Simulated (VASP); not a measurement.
# Ca2Si (Immm) in VASP: notebook

Ca2Si is run at these levels: LDA; tasks: single point.

Program: VASP 6.6.1. These are calculated values, not measurements. Logs are shortened: lines on timing, memory, paths and dates and some standing lists are left out, and cuts for length are marked.

## Step 1: The cell of the first run

Symmetry: Immm, No. 71, orthorhombic system. Conventional cell: a = 5.126 Å, b = 5.126 Å, c = 6.513 Å, α = 90.00°, β = 90.00°, γ = 90.00°. Within 4.0 Å of Ca (site symmetry mm2) lie 4 Si at 3.01 to 3.06 Å and 6 Ca at 3.16 to 3.63 Å. Si (site symmetry mmm) has 8 Ca at 3.01 to 3.06 Å within 4.0 Å.

## Step 2: Single point, LDA (atoms displaced along a vibrational mode, the cell strained)

INCAR

```
SYSTEM = Ca2Si
PREC = Accurate
ENCUT = 520
EDIFF = 1E-6
ISMEAR = 0
SIGMA = 0.05
LREAL = .FALSE.
LASPH = .TRUE.
NELM = 60
ALGO = Normal
ISIF = 2
LWAVE = .FALSE.
LCHARG = .FALSE.
GGA = CA
NBANDS = 19
```

KPOINTS

```
regular mesh
0
G
  8 8 8
  0 0 0
```

POSCAR

```
Ca2Si
1.0
    0.0000000000      3.6242863276      3.2566051060
    3.6242863276      0.0000000000      3.2566051060
    3.6242863276      3.6242863276      0.0000000000
Ca Si
2 1
Direct
    0.7422466805      0.7422466805      0.7577533195
    0.2577533195      0.2577533195      0.2422466805
    0.0000000000      0.0000000000      0.0000000000
```

Potentials or basis: VASP PAW LDA potentials, release 64 (Ca_sv, Si).

Launch:

```console
$ cat potpaw_LDA.64/Ca_sv/POTCAR potpaw_LDA.64/Si/POTCAR > POTCAR
$ mpirun -np 1 vasp_std > vasp.out
```

OUTCAR:

```text
SYSTEM = Ca2Si
   PREC = Accurate
   ENCUT = 520
   EDIFF = 1E-6
   ISMEAR = 0
   LREAL = .FALSE.
   LASPH = .TRUE.
   NELM = 60
   ISIF = 2
   GGA = CA

 ion  position               nearest neighbor table
   1  0.742  0.742  0.758-   3 3.01   3 3.01   3 3.06   3 3.06   2 3.16
   2  0.258  0.258  0.242-   3 3.01   3 3.01   3 3.06   3 3.06   1 3.16
   3  0.000  0.000  0.000-   1 3.01   1 3.01   2 3.01   2 3.01   2 3.06   2 3.06   1 3.06   1 3.06

  LATTYP: Found a body centered tetragonal cell.
 ALAT       =     5.1255148784
 C/A-ratio  =     1.2707426213

  Lattice vectors:

 A1 = (   0.0000000000,  -3.6242863276,  -3.2566051060)
 A2 = (   0.0000000000,   3.6242863276,  -3.2566051060)
 A3 = (   3.6242863276,   0.0000000000,   3.2566051060)

Analysis of symmetry for initial positions (statically):
=====================================================================
 Subroutine PRICEL returns:
 Original cell was already a primitive cell.

 Routine SETGRP: Setting up the symmetry group for a
 body centered tetragonal supercell.

 Subroutine GETGRP returns: Found  8 space group operations
 (whereof  8 operations were pure point group operations)
 out of a pool of 16 trial point group operations.

The static configuration has the point symmetry D_2h.

Analysis of symmetry for dynamics (positions and initial velocities):
=====================================================================
 Subroutine PRICEL returns:
 Original cell was already a primitive cell.

 Routine SETGRP: Setting up the symmetry group for a
 body centered tetragonal supercell.

 Subroutine GETGRP returns: Found  8 space group operations
 (whereof  8 operations were pure point group operations)
 out of a pool of 16 trial point group operations.

The dynamic configuration has the point symmetry D_2h.

 Subroutine INISYM returns: Found  8 space group operations
 (whereof  8 operations are pure point group operations),
 and found     1 'primitive' translations

----------------------------------------------------------------------------------------

                                     Primitive cell

  volume of cell :      85.5540

  direct lattice vectors                    reciprocal lattice vectors
     0.000000000  3.624286328  3.256605106    -0.137958195  0.137958195  0.153534120
     3.624286328  0.000000000  3.256605106     0.137958195 -0.137958195  0.153534120
     3.624286328  3.624286328  0.000000000     0.137958195  0.137958195 -0.153534120

  length of vectors
     4.872466337  4.872466337  5.125514878     0.248269316  0.248269316  0.248269316

[... 84 lines left out ...]
   EDIFFG = 0.1E-04   stopping-criterion for IOM
   NSW    =      0    number of steps for IOM
   IBRION =     -1    ionic relax: 0-MD 1-quasi-New 2-CG
   NFREE  =      0    steps in history (QN), initial steepest desc. (CG)
   ISIF   =      2    stress and relaxation
   ISYM   =      2    0-nonsym 1-usesym 2-fastsym
   POTIM  = 0.5000    time-step for ionic-motion
   TEBEG  =    0.0;   TEEND  =   0.0 temperature during run
   PSTRESS=    0.0 pullay stress
   NELECT =      24.0000    total number of electrons
   NUPDOWN=      -1.0000    fix difference up-down
   EMIN   =  10.00;   EMAX   =-10.00  energy-range for DOS
   EFERMI =   0.00;   METHOD = LEGACY
   ISMEAR =     0;   SIGMA  =   0.05  broadening in eV -4-tet -1-fermi 0-gaus
   EFERMI_NEDOS =   21; number of points for ismear=-14 and -15
   IALGO  =     38    algorithm
   IMIX   =      4    mixing-type and parameters
     AMIX     =   0.40;   BMIX     =  1.00
     AMIX_MAG =   1.60;   BMIX_MAG =  1.00
  volume/ion in A,a.u.               =      28.52       192.45
  Fermi-wavevector in a.u.,A,eV,Ry     =   1.071680  2.025182 15.626271  1.148498
  Thomas-Fermi vector in A             =   2.207428
   LORBIT       =      0    0 simple, 1 ext, 2 COOP (PROOUT), +10 PAW based schemes
   GGA     = CA    functional components
   LHFCALC =     F    Hartree Fock is set to
   AEXX    =    0.0000 exact exchange contribution
   IVDW    =     0    specifies the selected vdW correction
   LEPSILON=     F    determine dielectric tensor
   LRPA    =     F    only Hartree local field effects (RPA)
 non-spin polarized calculation
 Gauss-broadening in eV      SIGMA  =   0.05
  energy-cutoff  :      520.00
  volume of cell :       85.55
 maximum number of plane-waves:      2332
   NGX = 19   NGY = 19   NGZ = 19

 number of electron      24.0000002 magnetization

 Free energy of the ion-electron system (eV)
  ---------------------------------------------------
  ext. energy  EPLUGINS =         0.00000000
  ---------------------------------------------------
  free energy    TOTEN  =       -11.67579226 eV

  energy without entropy =      -11.67568795  energy(sigma->0) =      -11.67574010

 E-fermi :   2.7965     XC(G=0):  -8.9117

 val. band max:        2.7530902876   @ k =   0.5000   0.0000   0.5000
 cond. band min:       2.8398622662   @ k =   0.5000   0.0000   0.5000
 fundamental gap:      0.0867719787
 Fermi energy:         2.7965216937

 k-point     1 :       0.0000    0.0000    0.0000
  band No.  band energies     occupation
      1     -37.5231      2.00000
      2     -37.4436      2.00000
      3     -19.1082      2.00000
      4     -18.8335      2.00000
      5     -18.8222      2.00000
      6     -18.7391      2.00000
[... 505 lines left out ...]
      6     -18.7899      2.00000
[... 11 lines left out ...]
     18       7.0580      0.00000
     19       7.3283      0.00000

 [... further k-points ...]

------------------------ aborting loop because EDIFF is reached ----------------------------------------

  FORCE on cell =-STRESS in cart. coord.  units (eV):
  Direction    XX          YY          ZZ          XY          YZ          ZX
  --------------------------------------------------------------------------------------
  -------------------------------------------------------------------------------------
  Total       -1.2485886     -1.2485886      2.6619374     -0.2156805      0.0000000      0.0000000
  in kB      -23.3824410    -23.3824410     49.8503621     -4.0390705      0.0000000      0.0000000
  external PRESSURE =       1.0284934 kB  Pullay stress =       0.0000000 kB

 VOLUME and BASIS-vectors are now :
 -----------------------------------------------------------------------------
  energy-cutoff  :      520.00
  volume of cell :       85.55
      direct lattice vectors                 reciprocal lattice vectors
     0.000000000  3.624286328  3.256605106    -0.137958195  0.137958195  0.153534120
     3.624286328  0.000000000  3.256605106     0.137958195 -0.137958195  0.153534120
     3.624286328  3.624286328  0.000000000     0.137958195  0.137958195 -0.153534120

 POSITION                                       TOTAL-FORCE (eV/Angst)
 -----------------------------------------------------------------------------------
      5.43643      5.43643      4.83441         0.000000      0.000000      0.409166
      1.81214      1.81214      1.67880         0.000000      0.000000     -0.409166
      0.00000      0.00000      0.00000         0.000000      0.000000     -0.000000
 -----------------------------------------------------------------------------------
    total drift:                                0.000000      0.000000     -0.000000

  FREE ENERGIE OF THE ION-ELECTRON SYSTEM (eV)
  ---------------------------------------------------
  free  energy   TOTEN  =       -11.6757922552 eV

  energy  without entropy=      -11.6756879542  energy(sigma->0) =      -11.67574010
```

OSZICAR:

```text
N       E                     dE             d eps       ncg     rms          rms(c)
DAV:   1     0.193077152990E+03    0.19308E+03   -0.11652E+04  3610   0.113E+03
DAV:   2    -0.596159998142E+00   -0.19367E+03   -0.19055E+03  3799   0.330E+02
DAV:   3    -0.119489029356E+02   -0.11353E+02   -0.11254E+02  6939   0.608E+01
DAV:   4    -0.124174853339E+02   -0.46858E+00   -0.46802E+00  5123   0.125E+01
DAV:   5    -0.124431165242E+02   -0.25631E-01   -0.25625E-01  5899   0.194E+00    0.566E+00
DAV:   6    -0.117778554820E+02    0.66526E+00   -0.18258E+00  4425   0.356E+00    0.310E+00
DAV:   7    -0.116859464279E+02    0.91909E-01   -0.46232E-01  5053   0.243E+00    0.105E+00
DAV:   8    -0.116771479857E+02    0.87984E-02   -0.71885E-02  4548   0.142E+00    0.209E-01
DAV:   9    -0.116757986454E+02    0.13493E-02   -0.71593E-03  4747   0.387E-01    0.132E-01
DAV:  10    -0.116758040461E+02   -0.54007E-05   -0.96811E-04  5719   0.208E-01    0.364E-02
DAV:  11    -0.116758123433E+02   -0.82972E-05   -0.12390E-04  5050   0.466E-02    0.250E-02
DAV:  12    -0.116757917125E+02    0.20631E-04   -0.11068E-04  4870   0.596E-02    0.311E-03
DAV:  13    -0.116757922552E+02   -0.54263E-06   -0.59322E-06  5762   0.127E-02
   1 F= -.11675792E+02 E0= -.11675740E+02  d E =-.104301E-03
```

stdout:

```text
POSCAR found type information on POSCAR CaSi
 POSCAR found :  2 types and       3 ions
 scaLAPACK will be used
 LDA part: xc-table for (Slater(with rela. corr.)+CA(PZ))
 , standard interpolation
 POSCAR, INCAR and KPOINTS ok, starting setup
 FFT: planning ... GRIDC
 FFT: planning ... GRID_SOFT
 FFT: planning ... GRID
 WAVECAR not read
 entering main loop
```

It took 68 s on 1 thread of Intel Xeon 6975P-C (Granite Rapids), shared host; peak memory 0.28 GiB.

What came out:

- Free energy: -11.6758 eV
- Pressure: 0.1 GPa
- Largest force: 0.409 eV/Å
- Band gap on the k mesh: 0.09 eV

Forces in eV/Å, atoms in the order of the input:
```
Ca   0.000  0.000  0.409
Ca   0.000  0.000 -0.409
Si   0.000  0.000  0.000
```

Caveat: the cell differs from its parent crystal (atoms displaced along a vibrational mode, the cell strained); the stress differs along the axes, from -2 to 5 GPa; semilocal functionals underestimate gaps, and a narrow one can read as zero. A k mesh can miss the band edges.

(Continued in part 2 of 3.)
